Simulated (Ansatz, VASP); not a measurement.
**Zr3TiC4: VASP beside Ansatz**

INCAR

```
SYSTEM = Zr3TiC4
PREC = Accurate
ENCUT = 520
EDIFF = 1E-7
ISMEAR = 0
SIGMA = 0.1
LREAL = .FALSE.
LASPH = .TRUE.
NELM = 60
ALGO = Normal
ISIF = 2
LWAVE = .FALSE.
LCHARG = .FALSE.
GGA = PE
NBANDS = 42
```

KPOINTS

```
Automatic mesh
0
G
  6 4 4
  0 0 0
```

File POSCAR:

```
Zr3TiC4
1.0
    3.4511668400      0.0000000000      0.0000000000
    0.0000000000      4.8806869600      0.0000000000
    0.0000000000      0.0000000000      6.9023336900
Zr Ti C
3 1 4
Direct
    0.0000000000      0.0000000000      0.7500000000
    0.0000000000      0.0000000000      0.2500000000
    0.5000000000      0.5000000000      0.0000000000
    0.5000000000      0.5000000000      0.5000000000
    0.0000000000      0.5000000000      0.2500000000
    0.0000000000      0.5000000000      0.7500000000
    0.5000000000      0.0000000000      0.0000000000
    0.5000000000      0.0000000000      0.5000000000
```

Input for Ansatz:

```yaml
crystal:
  lattice:
    - [3.45116684, 0.0, 0.0]
    - [0.0, 4.88068696, 0.0]
    - [0.0, 0.0, 6.90233369]
  atoms:
    - { symbol: Zr, position: [0.0, 0.0, 0.75] }
    - { symbol: Zr, position: [0.0, 0.0, 0.25] }
    - { symbol: Zr, position: [0.5, 0.5, 0.0] }
    - { symbol: Ti, position: [0.5, 0.5, 0.5] }
    - { symbol: C, position: [0.0, 0.5, 0.25] }
    - { symbol: C, position: [0.0, 0.5, 0.75] }
    - { symbol: C, position: [0.5, 0.0, 0.0] }
    - { symbol: C, position: [0.5, 0.0, 0.5] }
basis:
  ecutwfc: 420
kpoints:
  mp_grid: { grid: [6, 4, 4] }
hamiltonian:
  xc: pbe
scf:
  occupations: { method: gaussian, width: 0.1 }
  lower_state_search: "off"
output:
  forces: true
  stress: true
  eigenvalues: true
```

Alike in both runs: task single point; functional PBE; k mesh 6 × 4 × 4; occupations gaussian, width 0.1 eV; no spin polarisation.

|  | VASP | Ansatz |
| --- | --- | --- |
| version | VASP 6.6.1 | Ansatz 0.2.0 |
| potentials or method | VASP PAW PBE potentials, release 64 (Zr_sv, Ti_sv, C), cutoff 520 eV | scalar-relativistic, plane waves, PAW |
| valence electrons in the cell | 64 | 64 |

```csv
,VASP,Ansatz,Ansatz less VASP
gap on the k mesh at the Fermi level (eV),none,none,-
pressure (GPa),-25.4,-25.6,-0.17
"traceless stress, the component that is largest in VASP (GPa)",0.69,0.69,-0.002
rms of the force components (eV/Å),0.194,0.194,-0.0002
```

Atom by atom the forces differ by 0.000 eV/Å (rms over components). A gap of «none» marks a metal or a gap that the smearing closes.
